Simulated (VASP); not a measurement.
**ZrTi3C2: single point with PBE**

ZrTi3C2:

```
CELL_PARAMETERS angstrom
4.82416 0.00000 0.00000
-2.41208 4.17785 0.00000
0.00000 0.00000 4.46239
ATOMIC_POSITIONS crystal
Zr 0.00000 0.00000 0.50000
Ti 0.50000 0.00000 0.50000
Ti 0.00000 0.50000 0.50000
Ti 0.50000 0.50000 0.50000
C 0.33333 0.66667 0.67573
C 0.66667 0.33333 0.32427
```

The cell was built from a structure type or drawn by symmetry, and may not be a known phase.

```yaml
Program: VASP 6.6.1
Task: single point
Functional: PBE
Potentials_or_basis: VASP PAW PBE potentials, release 64 (Zr_sv, Ti_sv, C)
Cutoff: 520 eV
k_mesh: 6 × 6 × 4
Occupations: gaussian, width 0.1 eV
Spin: no spin polarisation
Dipole_correction: no
Further_INCAR_settings: ALGO = Normal; EDIFF = 1e-06; NBANDS = 37
```

```yaml
Pressure: 105.7 GPa
Largest_force: 16.779 eV/Å
Band_gap_on_the_k_mesh: zero (bands 28 and 29 overlap by 1.03 eV)
```

Forces in eV/Å, atoms in the order of the input:
```
Zr    0.000   0.000   0.000
Ti    0.000   0.000   0.000
Ti    0.000   0.000   0.000
Ti    0.000   0.000   0.000
C     0.000   0.000  16.779
C     0.000   0.000 -16.779
```

Stress tensor (GPa, compression positive):
```
136.33   0.00   0.00
  0.00 136.33   0.00
  0.00   0.00  44.45
```

Levels at points of the mesh, in eV from the Fermi level:
```tsv
k point	band 25	band 26	band 27	band 28	band 29	band 30	band 31	band 32
(0.00, 0.00, 0.00)	-2.15	-0.92	-0.92	0.83	0.83	0.99	1.47	1.47
(0.50, 0.00, 0.00)	-1.87	-1.42	-1.03	-0.41	-0.01	0.84	1.49	1.55
(0.00, 0.00, 0.50)	-1.09	-1.09	-0.90	-0.62	0.78	0.78	1.88	1.88
(0.50, 0.00, 0.50)	-1.47	-1.26	-1.01	0.07	0.45	1.52	1.59	1.61
```

Run time: 3.7 min on 1 thread of AMD EPYC 7R13, on a shared host, peak memory 0.21 GiB.

Caveat: the cell stands under pressure; forces of over 1 eV/Å act on the atoms, so gaps and moduli don't describe the material at rest.
